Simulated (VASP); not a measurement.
# Mo (Im-3m) in VASP: settings compared

The runs below take Mo through single point, with PBEsol, PBE, RPBE+D3(BJ).

Everything below comes from runs of VASP 6.6.1. Logs are shortened: lines on timing, memory, paths and dates and some standing lists are left out, and cuts for length are marked.

### Step 1. The cell of the first run

Symmetry: Im-3m, No. 229, cubic system. The conventional cell has a = 3.103 Å, b = 3.103 Å, c = 3.103 Å, α = 90.00°, β = 90.00°, γ = 90.00°. Within 3.5 Å of Mo (site symmetry m-3m) lie 14 Mo at 2.69 to 3.10 Å.

### Step 2. Single point, PBEsol, non-collinear spin, zero start, spin-orbit coupling

INCAR

```
PREC = Accurate ; ENCUT = 520
EDIFF = 1E-6 ; ISMEAR = -1
SIGMA = 0.05 ; LREAL = False
LASPH = True ; NELM = 150
ALGO = Fast ; ISIF = 2
LWAVE = False ; LCHARG = True
LNONCOLLINEAR = True ; MAGMOM = 0 0 0
LORBIT = 11 ; LSORBIT = True
GGA_COMPAT = False ; LORBMOM = True
LMAXMIX = 4 ; GGA = PS
LVHAR = True ; NBANDS = 25
```

KPOINTS

```
Automatic mesh
0
Gamma
  12 12 12
```

POSCAR

```
Mo
1.0
   -1.5514772677      1.5514772677      1.5514772677
    1.5514772677     -1.5514772677      1.5514772677
    1.5514772677      1.5514772677     -1.5514772677
Mo
1
Direct
    0.0000000000      0.0000000000      0.0000000000
```

Potentials or basis: VASP PAW PBE potentials, release 64 (Mo_sv).

On the command line:

```sh
$ cat potpaw_PBE.64/Mo_sv/POTCAR > POTCAR
$ mpirun -np 1 vasp_ncl > vasp.out
```

OUTCAR:

```text
PREC = Accurate
   ENCUT = 520
   EDIFF = 1E-6
   ISMEAR = -1
   LREAL = False
   LASPH = True
   NELM = 150
   ISIF = 2
   LNONCOLLINEAR = True
   LORBIT = 11
   LSORBIT = True
   GGA = PS

 ion  position               nearest neighbor table
   1  0.000  0.000  0.000-

  LATTYP: Found a body centered cubic cell.
 ALAT       =     3.1029545354

  Lattice vectors:

 A1 = (  -1.5514772677,   1.5514772677,   1.5514772677)
 A2 = (   1.5514772677,  -1.5514772677,   1.5514772677)
 A3 = (   1.5514772677,   1.5514772677,  -1.5514772677)

Analysis of symmetry for initial positions (statically):
=====================================================================
 Subroutine PRICEL returns:
 Original cell was already a primitive cell.

 Routine SETGRP: Setting up the symmetry group for a
 body centered cubic supercell.

 Subroutine GETGRP returns: Found 48 space group operations
 (whereof 48 operations were pure point group operations)
 out of a pool of 48 trial point group operations.

The static configuration has the point symmetry O_h .

Analysis of symmetry for dynamics (positions and initial velocities):
=====================================================================
 Subroutine PRICEL returns:
 Original cell was already a primitive cell.

 Routine SETGRP: Setting up the symmetry group for a
 body centered cubic supercell.

 Subroutine GETGRP returns: Found 48 space group operations
 (whereof 48 operations were pure point group operations)
 out of a pool of 48 trial point group operations.

The dynamic configuration has the point symmetry O_h .

Analysis of structural, dynamic, and magnetic symmetry:
=====================================================================
 Subroutine PRICEL returns:
 Original cell was already a primitive cell.

 Routine SETGRP: Setting up the symmetry group for a
 body centered cubic supercell.

 Subroutine GETGRP returns: Found 48 space group operations
 (whereof 48 operations were pure point group operations)
 out of a pool of 48 trial point group operations.

The overall configuration has the point symmetry O_h .

 Subroutine INISYM returns: Found 48 space group operations
 (whereof 48 operations are pure point group operations),
 and found     1 'primitive' translations

----------------------------------------------------------------------------------------

                                     Primitive cell
[... 148 lines left out ...]
  band No.  band energies     occupation
      1     -47.9970      1.00000
      2     -47.9970      1.00000
      3     -22.8728      1.00000
      4     -22.8728      1.00000
      5     -20.3397      1.00000
      6     -20.3397      1.00000
[... 661 lines left out ...]
     24      25.8611      0.00000
     25      29.8451      0.00000

 [... further k-points ...]

------------------------ aborting loop because EDIFF is reached ----------------------------------------

  FORCE on cell =-STRESS in cart. coord.  units (eV):
  Direction    XX          YY          ZZ          XY          YZ          ZX
  --------------------------------------------------------------------------------------
  -------------------------------------------------------------------------------------
  Total        0.7671064      0.7671064      0.7671064      0.0000000     -0.0000000      0.0000000
  in kB       82.2753939     82.2753939     82.2753939      0.0000000     -0.0000000      0.0000000
  external PRESSURE =      82.2753939 kB  Pullay stress =       0.0000000 kB

 VOLUME and BASIS-vectors are now :
 -----------------------------------------------------------------------------
  energy-cutoff  :      520.00
  volume of cell :       14.94
      direct lattice vectors                 reciprocal lattice vectors
    -1.551477268  1.551477268  1.551477268     0.000000000  0.322273494  0.322273494
     1.551477268 -1.551477268  1.551477268     0.322273494  0.000000000  0.322273494
     1.551477268  1.551477268 -1.551477268     0.322273494  0.322273494  0.000000000

 POSITION                                       TOTAL-FORCE (eV/Angst)
 -----------------------------------------------------------------------------------
      0.00000      0.00000      0.00000         0.000000      0.000000      0.000000
 -----------------------------------------------------------------------------------
    total drift:                                0.000000      0.000000      0.000000

  FREE ENERGIE OF THE ION-ELECTRON SYSTEM (eV)
  ---------------------------------------------------
  free  energy   TOTEN  =       -11.8871634478 eV

  energy  without entropy=      -11.8851348490  energy(sigma->0) =      -11.88614915

 orbital moment (x)

 # of ion     p       d       tot
 ----------------------------------------
  1        -0.000  -0.000  -0.000
 ----------------------------------------
           -0.000  -0.000  -0.000

 orbital moment (y)

 # of ion     p       d       tot
 ----------------------------------------
  1         0.000   0.000   0.000
 ----------------------------------------
            0.000   0.000   0.000

 orbital moment (z)

 # of ion     p       d       tot
 ----------------------------------------
  1         0.000   0.000   0.000
 ----------------------------------------
            0.000   0.000   0.000

 Spin-Orbit-Coupling matrix elements

 Ion:    1  E_soc:     -0.2055644
 l=   1
     0.0000000    -0.0302753    -0.0302753
    -0.0302753     0.0000000    -0.0302753
    -0.0302753    -0.0302753     0.0000000
 l=   2
     0.0000000    -0.0010145     0.0000000    -0.0010145    -0.0029709
    -0.0010145     0.0000000    -0.0022282    -0.0010145    -0.0007427
     0.0000000    -0.0022282     0.0000000    -0.0022282     0.0000000
    -0.0010145    -0.0010145    -0.0022282     0.0000000    -0.0007427
    -0.0029709    -0.0007427     0.0000000    -0.0007427     0.0000000
 l=   3
     0.0000000     0.0000000     0.0000000     0.0000000     0.0000000     0.0000000     0.0000000
     0.0000000     0.0000000     0.0000000     0.0000000     0.0000000     0.0000000     0.0000000
     0.0000000     0.0000000     0.0000000     0.0000000     0.0000000     0.0000000     0.0000000
     0.0000000     0.0000000     0.0000000     0.0000000     0.0000000     0.0000000     0.0000000
     0.0000000     0.0000000     0.0000000     0.0000000     0.0000000     0.0000000     0.0000000
     0.0000000     0.0000000     0.0000000     0.0000000     0.0000000     0.0000000     0.0000000
     0.0000000     0.0000000     0.0000000     0.0000000     0.0000000     0.0000000     0.0000000

 total charge

# of ion       s       p       d       tot
------------------------------------------
    1        2.402   6.225   3.988  12.615

 magnetization (x)

# of ion       s       p       d       tot
------------------------------------------
    1        0.000   0.000   0.000   0.000

 magnetization (y)

# of ion       s       p       d       tot
------------------------------------------
    1        0.000  -0.000  -0.000  -0.000

 magnetization (z)

# of ion       s       p       d       tot
------------------------------------------
    1       -0.000  -0.000  -0.000  -0.000
```

OSZICAR:

```text
N       E                     dE             d eps       ncg     rms          rms(c)
DAV:   1     0.136719869356E+03    0.13672E+03   -0.81484E+03  3600   0.118E+03
DAV:   2    -0.989955014614E+01   -0.14662E+03   -0.14128E+03  4065   0.383E+02
DAV:   3    -0.125940595227E+02   -0.26945E+01   -0.26706E+01  4062   0.533E+01
DAV:   4    -0.126034038535E+02   -0.93443E-02   -0.93434E-02  4042   0.345E+00
DAV:   5    -0.126034732591E+02   -0.69406E-04   -0.69405E-04  4124   0.265E-01    0.176E+01
RMM:   6    -0.119898317394E+02    0.61364E+00   -0.73975E-01  3627   0.825E+00    0.551E+00
RMM:   7    -0.118920755640E+02    0.97756E-01   -0.24498E-01  3745   0.457E+00    0.122E+00
RMM:   8    -0.118883700734E+02    0.37055E-02   -0.87165E-03  4012   0.106E+00    0.809E-01
RMM:   9    -0.118872101730E+02    0.11599E-02   -0.11250E-03  4068   0.425E-01    0.538E-02
RMM:  10    -0.118871763105E+02    0.33863E-04   -0.14141E-04  4098   0.144E-01    0.335E-02
RMM:  11    -0.118871643863E+02    0.11924E-04   -0.45311E-05  4091   0.767E-02    0.125E-02
RMM:  12    -0.118871634478E+02    0.93854E-06   -0.40040E-06  4056   0.247E-02
   1 F= -.11887163E+02 E0= -.11886149E+02  d E =-.202860E-02  mag=     0.0000     0.0000     0.0000
```

It took 34 s on 1 thread of Intel Xeon Platinum 8375C at 2.90GHz (Ice Lake), shared host; peak memory 0.18 GiB.

What came out:

* Free energy: -11.8872 eV
* Pressure: 8.2 GPa
* Net moment: 0.00 μB per cell
* Valence electrons inside the program's atomic spheres: Mo 12.62

Moments on the atoms (μB; x, y, z):
```
Mo  0.00 0.00 0.00
```

Caveat: the PAW data sets were made with another functional, which shifts forces and pressure a little.

[end of part 1 of 2]
